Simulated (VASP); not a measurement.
Runs of VASP 6.6.1 on CdSe. The structure is that of space group Fm-3m (No. 225), or close to it. The cells are those of the table. 

| cell | gap on the mesh (eV) | pressure (GPa) |
| --- | --- | --- |
| a = 3.953 Å, angles 60.0°, 2 atoms | 0.02 | 4.5 |
| a = 4.064 Å, angles 60.0°, 2 atoms | 0.03 | (a) |
| a = 4.170 Å, angles 60.0°, 2 atoms | 0.02 | -5.7 |
| a = 3.991 Å, angles 60.0°, 2 atoms | 0.03 | 2.1 |

Alike in all rows: task single point; level r2SCAN; potentials or basis VASP PAW PBE potentials, release 64 (Cd, Se); no spin polarisation; k mesh 6 × 6 × 6; cutoff (eV) 550; smearing gaussian 0.01 eV.

Task: Fill in the values left out.

Result: (a) -1.8.

Caveats: the PAW data sets were made with another functional, which shifts forces and pressure a little; the cell stands under pressure (at least some runs); the cell stands under tension (at least some runs).

A k mesh can miss the band edges, and the runs leave out spin-orbit coupling on Cd, Se.
